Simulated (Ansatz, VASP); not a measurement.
This is a calculation of C for Ansatz 0.2.0.

input.yaml

```yaml
crystal:
  lattice:
    - [1.2331880975, 0.7119814801, 8.2826151019]
    - [-1.2331880975, 0.7119814801, 8.2826151019]
    - [0.0, -1.4239629601, 8.2826151019]
  atoms:
    - { symbol: C, position: [0.08717308, 0.08717308, 0.08717308] }
    - { symbol: C, position: [0.75385006, 0.75385006, 0.75385006] }
    - { symbol: C, position: [0.24614994, 0.24614994, 0.24614994] }
    - { symbol: C, position: [0.91282692, 0.91282692, 0.91282692] }
kpoints:
  mp_grid: { grid: [12, 12, 12] }
scf:
  occupations: { method: fermi_dirac, width: 0.05 }
hamiltonian:
  xc: pbe
  pseudopotentials: { kind: all_electron, lapw: { basis_error: 0.001 } }
output:
  forces: true
  stress: true
  eigenvalues: true
  populations: true
```

Potentials or basis: all-electron LAPW, scalar-relativistic.

Command:

```bash
$ ansatz run input.yaml --threads 2 --pin off --max-ram 5120MiB --backend cpu --events-out ev --progress --plain --runs-dir out
```

**Question.** Translate it to VASP 6.6.1. Potentials there: VASP PAW PBE potentials, release 64 (C).

**Answer.** As run (the cutoff follows the program's own potentials):

INCAR

```
SYSTEM = C
ALGO = Normal
EDIFF = 1E-6
ENCUT = 520
GGA = PE
ISIF = 2
ISMEAR = -1
LASPH = .TRUE.
LCHARG = .FALSE.
LREAL = .FALSE.
LWAVE = .FALSE.
NBANDS = 16
NELM = 100
PREC = Accurate
SIGMA = 0.05
```

KPOINTS

```
k-points
0
G
  12 12 12
  0 0 0
```

File POSCAR:

```
C
1.0
    1.2331880975      0.7119814801      8.2826151019
   -1.2331880975      0.7119814801      8.2826151019
    0.0000000000     -1.4239629601      8.2826151019
C
4
Direct
    0.0871730800      0.0871730800      0.0871730800
    0.7538500600      0.7538500600      0.7538500600
    0.2461499400      0.2461499400      0.2461499400
    0.9128269200      0.9128269200      0.9128269200
```

Potentials or basis: VASP PAW PBE potentials, release 64 (C).

Command:

```console
$ cat potpaw_PBE.64/C/POTCAR > POTCAR
$ mpirun -np 1 vasp_std > vasp.out
```

Both were run:

|  | VASP | Ansatz | Ansatz less VASP |
| --- | --- | --- | --- |
| gap on the k mesh at the Fermi level (eV) | 0.18 | 0.18 | 0.000 |
| least direct gap on the mesh (eV) | 0.18 | 0.18 | 0.000 |
| pressure (GPa) | 0.5 | 0.1 | -0.42 |
| traceless stress, the component that is largest in VASP (GPa) | -0.32 | 0.16 | +0.484 |
| rms of the force components (eV/Å) | 0.005 | 0.005 | -0.0001 |

Atom by atom the forces differ by 0.000 eV/Å (rms over components). Ansatz ran all-electron here, and VASP with PAW potentials.
